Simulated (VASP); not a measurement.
# InSe (P6_3/mmc) in VASP: single point with PBE

Aim: the single point of InSe with PBE.

All numbers are computed with VASP 6.6.1; they aren't measurements. Logs are shortened: lines on timing, memory, paths and dates and some standing lists are left out, and cuts for length are marked.

## (1) The cell of the first run

Symmetry: P6_3/mmc, No. 194, hexagonal system. The conventional cell has a = 4.050 Å, b = 4.050 Å, c = 16.930 Å, α = 90.00°, β = 90.00°, γ = 120.00°. In (site symmetry 3m) has 3 Se at 2.52 Å and 1 In at 3.15 Å within 3.3 Å. Se (site symmetry 3m) has 3 In at 2.52 Å within 3.3 Å.

## (2) Single point, PBE

INCAR reads:

```
SYSTEM = InSe
PREC = Accurate ; ENCUT = 520
EDIFF = 1E-6 ; ISMEAR = -1
SIGMA = 0.05 ; LREAL = .False.
LASPH = .True. ; NELM = 60
ALGO = Normal ; ISIF = 2
LWAVE = .False. ; LCHARG = .False.
GGA = PE ; NBANDS = 48
```

KPOINTS reads:

```
regular mesh
0
Gamma
  12 12 2
  0 0 0
```

POSCAR reads:

```
InSe
1.0
    4.0500000000      0.0000000000      0.0000000000
   -2.0250000000      3.5074028853      0.0000000000
    0.0000000000      0.0000000000     16.9300000000
In Se
4 4
Direct
    0.3333333333      0.6666666667      0.1570000000
    0.3333333333      0.6666666667      0.3430000000
    0.6666666667      0.3333333333      0.6570000000
    0.6666666667      0.3333333333      0.8430000000
    0.3333333333      0.6666666667      0.6020000000
    0.3333333333      0.6666666667      0.8980000000
    0.6666666667      0.3333333333      0.1020000000
    0.6666666667      0.3333333333      0.3980000000
```

Potentials or basis: VASP PAW PBE potentials, release 64 (In_d, Se).

On the command line:

```console
> cat potpaw_PBE.64/In_d/POTCAR potpaw_PBE.64/Se/POTCAR > POTCAR
> mpirun -np 1 vasp_std > vasp.out
```

OUTCAR:

```text
SYSTEM = InSe
   PREC = Accurate
   ENCUT = 520
   EDIFF = 1E-6
   ISMEAR = -1
   LREAL = .False.
   LASPH = .True.
   NELM = 60
   ISIF = 2
   GGA = PE

 ion  position               nearest neighbor table
   1  0.333  0.667  0.157-   7 2.52   7 2.52   7 2.52   2 3.15
   2  0.333  0.667  0.343-   8 2.52   8 2.52   8 2.52   1 3.15
   3  0.667  0.333  0.657-   5 2.52   5 2.52   5 2.52   4 3.15
   4  0.667  0.333  0.843-   6 2.52   6 2.52   6 2.52   3 3.15
   5  0.333  0.667  0.602-   3 2.52   3 2.52   3 2.52
   6  0.333  0.667  0.898-   4 2.52   4 2.52   4 2.52
   7  0.667  0.333  0.102-   1 2.52   1 2.52   1 2.52
   8  0.667  0.333  0.398-   2 2.52   2 2.52   2 2.52

  LATTYP: Found a hexagonal cell.
 ALAT       =     4.0500000000
 C/A-ratio  =     4.1802469136

  Lattice vectors:

 A1 = (   4.0500000000,   0.0000000000,   0.0000000000)
 A2 = (  -2.0250000000,   3.5074028853,   0.0000000000)
 A3 = (   0.0000000000,   0.0000000000,  16.9300000000)

Analysis of symmetry for initial positions (statically):
=====================================================================
 Subroutine PRICEL returns:
 Original cell was already a primitive cell.

 Routine SETGRP: Setting up the symmetry group for a
 hexagonal supercell.

 Subroutine GETGRP returns: Found 24 space group operations
 (whereof 12 operations were pure point group operations)
 out of a pool of 24 trial point group operations.

The static configuration has the point symmetry D_3d.
 The point group associated with its full space group is D_6h.

Analysis of symmetry for dynamics (positions and initial velocities):
=====================================================================
 Subroutine PRICEL returns:
 Original cell was already a primitive cell.

 Routine SETGRP: Setting up the symmetry group for a
 hexagonal supercell.

 Subroutine GETGRP returns: Found 24 space group operations
 (whereof 12 operations were pure point group operations)
 out of a pool of 24 trial point group operations.

The dynamic configuration has the point symmetry D_3d.
 The point group associated with its full space group is D_6h.

 Subroutine INISYM returns: Found 24 space group operations
 (whereof 12 operations are pure point group operations),
 and found     1 'primitive' translations

----------------------------------------------------------------------------------------
[... 103 lines left out ...]
   ENCUT  =  520.0 eV  38.22 Ry    6.18 a.u.   7.53  7.53 31.48*2*pi/ulx,y,z
   NELM   =     60;   NELMIN=  2; NELMDL= -5     # of ELM steps
   EDIFF  = 0.1E-05   stopping-criterion for ELM
   LREAL  =      F    real-space projection
   EDIFFG = 0.1E-04   stopping-criterion for IOM
   NSW    =      0    number of steps for IOM
   IBRION =     -1    ionic relax: 0-MD 1-quasi-New 2-CG
   NFREE  =      0    steps in history (QN), initial steepest desc. (CG)
   ISIF   =      2    stress and relaxation
   ISYM   =      2    0-nonsym 1-usesym 2-fastsym
   POTIM  = 0.5000    time-step for ionic-motion
   TEBEG  =    0.0;   TEEND  =   0.0 temperature during run
   PSTRESS=    0.0 pullay stress
   NELECT =      76.0000    total number of electrons
   NUPDOWN=      -1.0000    fix difference up-down
   EMIN   =  10.00;   EMAX   =-10.00  energy-range for DOS
   EFERMI =   0.00;   METHOD = LEGACY
   ISMEAR =    -1;   SIGMA  =   0.05  broadening in eV -4-tet -1-fermi 0-gaus
   EFERMI_NEDOS =   21; number of points for ismear=-14 and -15
   IALGO  =     38    algorithm
   IMIX   =      4    mixing-type and parameters
     AMIX     =   0.40;   BMIX     =  1.00
     AMIX_MAG =   1.60;   BMIX_MAG =  1.00
  volume/ion in A,a.u.               =      30.06       202.86
  Fermi-wavevector in a.u.,A,eV,Ry     =   1.115099  2.107232 16.918111  1.243446
  Thomas-Fermi vector in A             =   2.251701
   LORBIT       =      0    0 simple, 1 ext, 2 COOP (PROOUT), +10 PAW based schemes
   GGA     = PE    functional components
   LHFCALC =     F    Hartree Fock is set to
   AEXX    =    0.0000 exact exchange contribution
   IVDW    =     0    specifies the selected vdW correction
   LEPSILON=     F    determine dielectric tensor
   LRPA    =     F    only Hartree local field effects (RPA)
 non-spin polarized calculation
  energy-cutoff  :      520.00
  volume of cell :      240.49
 maximum number of plane-waves:      6531
   NGX = 15   NGY = 15   NGZ = 63

 number of electron      76.0000004 magnetization

 Free energy of the ion-electron system (eV)
  ---------------------------------------------------
  ext. energy  EPLUGINS =         0.00000000
  ---------------------------------------------------
  free energy    TOTEN  =       -26.50408846 eV

  energy without entropy =      -26.50108393  energy(sigma->0) =      -26.50258619

 E-fermi :   4.3778     XC(G=0):  -8.6738

 val. band max:        4.2922665114   @ k =   0.0833  -0.0000   0.0000
 cond. band min:       4.4704871101   @ k =   0.0833  -0.0000   0.0000
 fundamental gap:      0.1782205987
 Fermi energy:         4.3777592072

 k-point     1 :       0.0000    0.0000    0.0000
  band No.  band energies     occupation
      1     -11.0009      2.00000
      2     -10.9897      2.00000
      3     -10.9009      2.00000
      4     -10.8835      2.00000
      5     -10.8042      2.00000
      6     -10.8042      2.00000
[... 1213 lines left out ...]
     47       9.3717      0.00000
     48       9.3717      0.00000

 [... further k-points ...]
[... 5 lines left out ...]
  --------------------------------------------------------------------------------------
  -------------------------------------------------------------------------------------
  Total       15.8124587     15.8124587      2.8173741     -0.0000000     -0.0000000      0.0000000
  in kB      105.3446174    105.3446174     18.7697054     -0.0000000     -0.0000000      0.0000000
  external PRESSURE =      76.4863134 kB  Pullay stress =       0.0000000 kB

 VOLUME and BASIS-vectors are now :
 -----------------------------------------------------------------------------
  energy-cutoff  :      520.00
  volume of cell :      240.49
      direct lattice vectors                 reciprocal lattice vectors
     4.050000000  0.000000000  0.000000000     0.246913580  0.142555622  0.000000000
    -2.025000000  3.507402885  0.000000000     0.000000000  0.285111244  0.000000000
     0.000000000  0.000000000 16.930000000     0.000000000  0.000000000  0.059066745

 POSITION                                       TOTAL-FORCE (eV/Angst)
 -----------------------------------------------------------------------------------
     -0.00000      2.33827      2.65801         0.000000      0.000000      2.897114
     -0.00000      2.33827      5.80699         0.000000      0.000000     -2.897114
      2.02500      1.16913     11.12301         0.000000     -0.000000      2.897114
      2.02500      1.16913     14.27199         0.000000     -0.000000     -2.897114
     -0.00000      2.33827     10.19186         0.000000     -0.000000     -2.023597
     -0.00000      2.33827     15.20314        -0.000000      0.000000      2.023597
      2.02500      1.16913      1.72686        -0.000000      0.000000     -2.023597
      2.02500      1.16913      6.73814        -0.000000      0.000000      2.023597
 -----------------------------------------------------------------------------------
    total drift:                               -0.000000     -0.000000      0.000000

  FREE ENERGIE OF THE ION-ELECTRON SYSTEM (eV)
  ---------------------------------------------------
  free  energy   TOTEN  =       -26.5040884629 eV

  energy  without entropy=      -26.5010839256  energy(sigma->0) =      -26.50258619
```

stdout:

```text
POSCAR found type information on POSCAR InSe
 POSCAR found :  2 types and       8 ions
 scaLAPACK will be used
 LDA part: xc-table for (Slater+PW92), standard interpolation
 POSCAR, INCAR and KPOINTS ok, starting setup
 FFT: planning ... GRIDC
 FFT: planning ... GRID_SOFT
 FFT: planning ... GRID
 WAVECAR not read
 entering main loop
```

Wall time 5.4 min (1 thread of Intel Xeon 6975P-C (Granite Rapids), shared host); peak memory 0.51 GiB.

Results:

```
Free energy            : -26.5041 eV
Pressure               : 7.6 GPa
Largest force          : 2.897 eV/Å
Band gap on the k mesh : zero (bands 38 and 39 overlap by 0.07 eV)
```

Forces in eV/Å, atoms in the order of the input:
```
In   0.000  0.000  2.897
In   0.000  0.000 -2.897
In   0.000  0.000  2.897
In   0.000  0.000 -2.897
Se   0.000  0.000 -2.024
Se   0.000  0.000  2.024
Se   0.000  0.000 -2.024
Se   0.000  0.000  2.024
```

Stress tensor (GPa, compression positive):
```
10.53  0.00  0.00
 0.00 10.53  0.00
 0.00  0.00  1.88
```

Levels at points of the mesh, in eV from the Fermi level:
```tsv
k point	band 34	band 35	band 36	band 37	band 38	band 39	band 40	band 41	band 42	band 43
(0.00, 0.00, 0.00)	-2.32	-2.26	-2.26	-1.45	-0.47	-0.16	0.31	1.13	1.48	3.69
(0.50, 0.00, 0.00)	-3.29	-3.03	-2.66	-1.59	-1.09	0.84	1.00	1.25	1.33	2.92
(0.00, 0.00, 0.50)	-2.28	-2.28	-2.28	-1.04	-1.04	0.18	0.18	1.31	1.31	3.75
(0.50, 0.00, 0.50)	-3.40	-2.80	-2.80	-1.35	-1.35	1.07	1.07	1.16	1.16	2.90
```

Caveat: the cell stands under pressure; spin-orbit coupling is left out, which moves the levels of the heavy elements; forces of over 1 eV/Å act on the atoms, so gaps and moduli don't describe the material at rest.
